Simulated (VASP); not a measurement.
Crystal: KCl.

```
CELL_PARAMETERS angstrom
3.77081 0.00000 0.00000
0.00000 3.77081 0.00000
0.00000 0.00000 3.77081
ATOMIC_POSITIONS crystal
K 0.00000 0.00000 0.00000
Cl 0.50000 0.50000 0.50000
```

Base run:

```yaml
Program: VASP 6.6.1
Functional: r2SCAN
Potentials_or_basis: VASP PAW PBE potentials, release 64 (K_sv, Cl)
Cutoff: 520 eV
k_mesh: 6 × 6 × 6
Occupations: fermi-dirac, width 0.5 eV
Spin: no spin polarisation
```

Its results: band gap on the k mesh 5.81 eV, indirect (least direct gap 6.03 eV); pressure 0.0 GPa.

Task: The run is repeated on the same cell with these changes: occupations from fermi-dirac, width 0.5 eV to gaussian, width 0.01 eV; dispersion from none to D3(BJ). What comes out?

Result: Band gap on the k mesh 5.81 eV, indirect (least direct gap 6.02 eV); pressure -0.7 GPa.

Caveats: the PAW data sets were made with another functional, which shifts forces and pressure a little.

A k mesh can miss the band edges.
